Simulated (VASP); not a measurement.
A run of VASP 6.6.1:

INCAR

```
SYSTEM = Al32H
ALGO = Normal ; EDIFF = 1E-7
ENCUT = 520 ; GGA = PE
ISIF = 2 ; ISMEAR = -1
LASPH = .True. ; LCHARG = .True.
LELF = .True. ; LREAL = Auto
LVHAR = .True. ; LWAVE = .False.
NBANDS = 70 ; NELM = 60
PREC = Accurate ; SIGMA = 0.1
```

File KPOINTS:

```
k-points
0
Gamma
  2 2 2
  0 0 0
```

Contents of POSCAR:

```
Al32H
1.0
    8.1000000000      0.0000000000      0.0000000000
    0.0000000000      8.1000000000      0.0000000000
    0.0000000000      0.0000000000      8.1000000000
Al H
32 1
Direct
    0.4910493827      0.0022962963      0.0544444444
    0.7333456790      0.2322098765     -0.0439629630
    0.7556296296      0.0587160494      0.2367530864
    0.0070246914     -0.0060493827      0.0144197531
    0.2270617284      0.2525185185      0.0095555556
    0.4967530864      0.4714567901     -0.0123827160
    0.7559506173      0.7894691358      0.0057654321
    0.2143333333      0.0127654321      0.2559012346
    0.4619259259      0.2647407407      0.2379876543
    0.7204814815      0.5170000000      0.2200864198
    0.4779506173      0.0084197531      0.4935432099
    0.7982592593      0.2437407407      0.4835802469
    0.7711975309      0.0156419753      0.7356913580
    0.0448395062      0.5524444444     -0.0023827160
    0.2622469136      0.7730493827     -0.0159382716
   -0.0167654321      0.3090370370      0.2051481481
    0.2580864198      0.5017777778      0.2613703704
    0.4237283951      0.7613950617      0.2666543210
   -0.0194444444     -0.0423456790      0.4673580247
    0.1702222222      0.1972962963      0.5102469136
    0.5640000000      0.4579629630      0.5024320988
    0.7717283951      0.7316790123      0.5438395062
    0.2677777778     -0.0135555556      0.7685432099
    0.4592469136      0.2405802469      0.7557901235
    0.7873827160      0.5065061728      0.7963086420
   -0.0224320988      0.7445925926      0.2569135802
   -0.0058024691      0.5024814815      0.4697037037
    0.3039382716      0.7482222222      0.5379012346
    0.0146419753      0.3142098765      0.8131111111
    0.2725061728      0.4632222222      0.6579012346
    0.5124444444      0.6871234568      0.7839753086
    0.0400864198      0.7084938272      0.7292962963
    0.6175308642      0.6814567901      0.1461728395
```

Potentials or basis: VASP PAW PBE potentials, release 64 (Al, H).

Launch:

```bash
$ cat potpaw_PBE.64/Al/POTCAR potpaw_PBE.64/H/POTCAR > POTCAR
$ mpirun -np 1 vasp_std > vasp.out
```

Hardware: 1 thread of Intel(R) Xeon(R) 6975P-C (Granite Rapids), on a shared host.

**Question.** How long does it take, and how much memory?

**Answer.** Wall time 4.5 min on 1 thread of Intel(R) Xeon(R) 6975P-C (Granite Rapids) (shared host), peak memory 0.55 GiB. Counts: scf iterations 17, k points 8.
